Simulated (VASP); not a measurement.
Input of a VASP 6.6.1 run:

INCAR

```
SYSTEM = Al2Pt
PREC = Accurate ; ENCUT = 520
EDIFF = 1E-6 ; ISMEAR = -1
SIGMA = 0.05 ; LREAL = .False.
LASPH = .True. ; NELM = 60
ALGO = Fast ; ISIF = 2
LWAVE = .False. ; LCHARG = .False.
GGA = PS ; NBANDS = 15
```

File KPOINTS:

```
Automatic mesh
0
Gamma
  8 8 8
  0 0 0
```

Contents of POSCAR:

```
Al2Pt
1.0
    0.0000000000      2.9351671877      2.9351671877
    2.9351671877      0.0000000000      2.9351671877
    2.9351671877      2.9351671877      0.0000000000
Pt Al
1 2
Direct
    0.0000000000      0.0000000000      0.0000000000
    0.7500000000      0.7500000000      0.7500000000
    0.2500000000      0.2500000000      0.2500000000
```

Potentials or basis: VASP PAW PBE potentials, release 64 (Pt, Al).

Run with:

```console
$ cat potpaw_PBE.64/Pt/POTCAR potpaw_PBE.64/Al/POTCAR > POTCAR
$ mpirun -np 1 vasp_std > vasp.out
```

Estimate the pressure.

1.9 GPa.

What does it give for the band gap on the k mesh?

Zero (band 8 reaches 11.84 eV, above the bottom of band 9 at 6.39 eV).

Caveat: the PAW data sets were made with another functional, which shifts forces and pressure a little; spin-orbit coupling is left out, which moves the levels of the heavy elements.
